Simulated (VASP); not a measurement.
**Ti: single point with BHLYP**

Ti:

```xyz
1
Lattice="-1.6732 1.6732 1.6732 1.6732 -1.6732 1.6732 1.6732 1.6732 -1.6732" Properties=species:S:1:pos:R:3 pbc="T T T"
Ti    0.0000    0.0000    0.0000
```

This isn't the form of Ti at room conditions, which is hcp.

```yaml
Program: VASP 6.6.1
Task: single point
Functional: BHLYP
Potentials_or_basis: VASP PAW PBE potentials, release 64 (Ti_sv)
Cutoff: 520 eV
k_mesh: 6 × 6 × 6
Occupations: fermi-dirac, width 0.05 eV
Spin: no spin polarisation
```

```json
{
 "Pressure": "-9.5 GPa",
 "Band gap on the k mesh": "zero (bands 6 and 7 overlap by 4.60 eV)"
}
```

Levels at points of the mesh, in eV from the Fermi level:
| k point | band 3 | band 4 | band 5 | band 6 | band 7 | band 8 | band 9 | band 10 |
| --- | --- | --- | --- | --- | --- | --- | --- | --- |
| (0.00, 0.00, 0.00) | -40.25 | -40.25 | -9.17 | 2.95 | 2.95 | 2.95 | 4.48 | 4.48 |
| (0.50, 0.00, 0.00) | -40.42 | -40.26 | -4.22 | -0.52 | 0.62 | 4.46 | 4.61 | 6.22 |
| (0.50, 0.50, 0.50) | -40.63 | -40.63 | -4.02 | -4.02 | 5.94 | 5.94 | 5.94 | 9.65 |

Run time: 11 min on 1 thread of AMD EPYC 7R13 Processor (Zen 3), with other jobs on the host, peak memory 0.12 GiB.

Caveat: the k points lie up to 0.44 Å⁻¹ apart, too coarse for converged energies and pressures of a metal; the PAW data sets were made with another functional, which shifts forces and pressure a little.
